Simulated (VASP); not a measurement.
Wanted: the native input for a VASP 6.6.1 run.

```yaml
Task: single point
Functional: PBE
Potentials_or_basis: VASP PAW PBE potentials, release 64 (Te, Pb_d)
Cutoff: 520 eV
k_mesh: 4 × 4 × 4
Occupations: gaussian, width 0.1 eV
Spin: no spin polarisation
Dipole_correction: no
Further_INCAR_settings: ALGO = Normal; EDIFF = 1e-07; NBANDS = 24
```

The structure of TePb2 lies in POSCAR:

```
TePb2
1.0
    0.0000000000      3.8420164542      3.8420164542
    3.8420164542      0.0000000000      3.8420164542
    3.8420164542      3.8420164542      0.0000000000
Te Pb
1 2
Direct
    0.0000000000      0.0000000000      0.0000000000
    0.2500000000      0.2500000000      0.2500000000
    0.7500000000      0.7500000000      0.7500000000
```

One way to write it, as run:

INCAR

```
SYSTEM = TePb2
ALGO     = Normal         ! electronic algorithm
EDIFF    = 1E-7           ! SCF threshold, eV
ENCUT    = 520            ! plane-wave cutoff, eV
GGA      = PE             ! functional
ISIF     = 2              ! what is computed and relaxed
ISMEAR   = 0              ! smearing method
LASPH    = .TRUE.         ! aspherical terms in the spheres
LCHARG   = .TRUE.         ! write CHGCAR
LELF     = .TRUE.         ! ELF
LREAL    = .FALSE.        ! projectors in reciprocal space
LVHAR    = .TRUE.       
LWAVE    = .FALSE.        ! write WAVECAR
NBANDS   = 24             ! bands
NELM     = 60             ! most SCF steps
PREC     = Accurate       ! precision mode
SIGMA    = 0.1            ! smearing width, eV
```

KPOINTS

```
k-points
0
G
  4 4 4
  0 0 0
```

Potentials or basis: VASP PAW PBE potentials, release 64 (Te, Pb_d).

Command:

```bash
$ cat potpaw_PBE.64/Te/POTCAR potpaw_PBE.64/Pb_d/POTCAR > POTCAR
$ mpirun -np 1 vasp_std > vasp.out
```

Results of the run:

```
Pressure               : 0.0 GPa
Band gap on the k mesh : zero (band 17 reaches 5.67 eV, above the bottom of band 18 at 4.29 eV)
```

Caveat: spin-orbit coupling is left out, which moves the levels of the heavy elements.

Wall time 18 s on 1 thread of Intel(R) Xeon(R) Platinum 8488C (Sapphire Rapids), on a shared host, peak memory 0.24 GiB.
